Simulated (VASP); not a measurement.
## CaSe: single point with PBE

Crystal: CaSe.

```xyz
2
Lattice="0.0000 2.9177 2.9177 2.9177 0.0000 2.9177 2.9177 2.9177 0.0000" Properties=species:S:1:pos:R:3 pbc="T T T"
Ca    0.0000    0.0000    0.0000
Se    2.9177    2.9177    2.9177
```

This cell differs from its parent crystal: strained.

- Program: VASP 6.6.1
- Task: single point
- Functional: PBE
- Potentials or basis: VASP PAW PBE potentials, release 64 (Ca_sv, Se)
- Cutoff: 520 eV
- k mesh: 8 × 8 × 8
- Occupations: gaussian, width 0.02 eV
- Spin: no spin polarisation
- Dipole correction: no
- Further INCAR settings: ALGO = Normal; EDIFF = 1e-06; NBANDS = 15

```
Pressure               : 3.6 GPa
Band gap on the k mesh : 1.92 eV, indirect (least direct gap 2.89 eV)
```

Levels at points of the mesh, in eV from the valence-band top:
```
           k point  band 4  band 5  band 6  band 7  band 8  band 9  band 10  band 11  band 12  band 13
(0.00, 0.00, 0.00)  -20.63  -11.95    0.00    0.00    0.00    3.57     3.69     3.69     3.69     4.30
(0.50, 0.00, 0.00)  -20.64  -11.17   -3.44   -1.29   -1.29    4.58     5.59     5.61     5.61     7.76
(0.50, 0.50, 0.00)  -20.67  -11.32   -2.63   -0.97   -0.97    1.92     5.11     5.23     6.18     6.18
```

It took 7.7 s on 1 thread of Intel(R) Xeon(R) 6975P-C (Granite Rapids), on a shared host, peak memory 0.17 GiB.

Caveat: the cell differs from its parent crystal (strained). A k mesh can miss the band edges.
